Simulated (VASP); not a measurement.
Set up this calculation in VASP 6.6.1, as the native input.

```
Task                               : single point
Functional                         : HF
Potentials or basis                : VASP PAW PBE potentials, release 64 (As)
Cutoff                             : 520 eV
k mesh                             : 5 × 5 × 5
Occupations                        : fermi-dirac, width 0.05 eV
Spin                               : no spin polarisation
Dipole correction                  : no
Grid for exact exchange (PRECFOCK) : Normal
Further INCAR settings             : ALGO = Normal; EDIFF = 1e-06; NBANDS = 12
Share of exact exchange            : 1
```

As:

```xyz
2
Lattice="1.8808 1.0859 3.5141 -1.8808 1.0859 3.5141 0.0000 -2.1718 3.5141" Properties=species:S:1:pos:R:3 pbc="T T T"
As    0.0000    0.0000    2.3825
As    0.0000    0.0000    8.1597
```

The input as run:

POSCAR

```
As
1.0
    1.8807968987      1.0858785957      3.5140619945
   -1.8807968987      1.0858785957      3.5140619945
    0.0000000000     -2.1717571915      3.5140619945
As
2
Direct
    0.2260000000      0.2260000000      0.2260000000
    0.7740000000      0.7740000000      0.7740000000
```

INCAR.step1

```
SYSTEM = As
PREC = Accurate ; ENCUT = 520
EDIFF = 1E-5 ; ISMEAR = -1
SIGMA = 0.05 ; LREAL = .FALSE.
LASPH = .TRUE. ; NELM = 100
ALGO = Normal ; ISIF = 2
LWAVE = .TRUE. ; GGA = PE
NBANDS = 12
```

INCAR.step2

```
SYSTEM = As
PREC = Accurate ; ENCUT = 520
EDIFF = 1E-6 ; ISMEAR = -1
SIGMA = 0.05 ; LREAL = .FALSE.
LASPH = .TRUE. ; NELM = 100
ALGO = Normal ; ISIF = 2
LWAVE = .FALSE. ; LCHARG = .TRUE.
GGA = PE ; LHFCALC = .TRUE.
AEXX = 1.0 ; ALDAC = 0.0
AGGAC = 0.0 ; PRECFOCK = Normal
LELF = .TRUE. ; LVHAR = .TRUE.
ISTART = 1 ; NBANDS = 12
```

KPOINTS

```
Automatic mesh
0
G
  5 5 5
  0 0 0
```

Potentials or basis: VASP PAW PBE potentials, release 64 (As).

Launch:

```console
$ cat potpaw_PBE.64/As/POTCAR > POTCAR
$ cp INCAR.step1 INCAR
$ mpirun -np 1 vasp_std > vasp.out
$ cp INCAR.step2 INCAR
$ mpirun -np 1 vasp_std > vasp.out
```

It gave:

```yaml
Pressure: 3.0 GPa
Largest_force: 1.077 eV/Å
Band_gap_on_the_k_mesh: 3.48 eV (least direct gap 3.83 eV)
```

Caveat: the stress differs along the axes, from 1 to 7 GPa; the PAW data sets were made with another functional, which shifts forces and pressure a little.

Run time: 41 min on 1 thread of Intel Xeon 8259CL, on a shared host, peak memory 0.19 GiB.
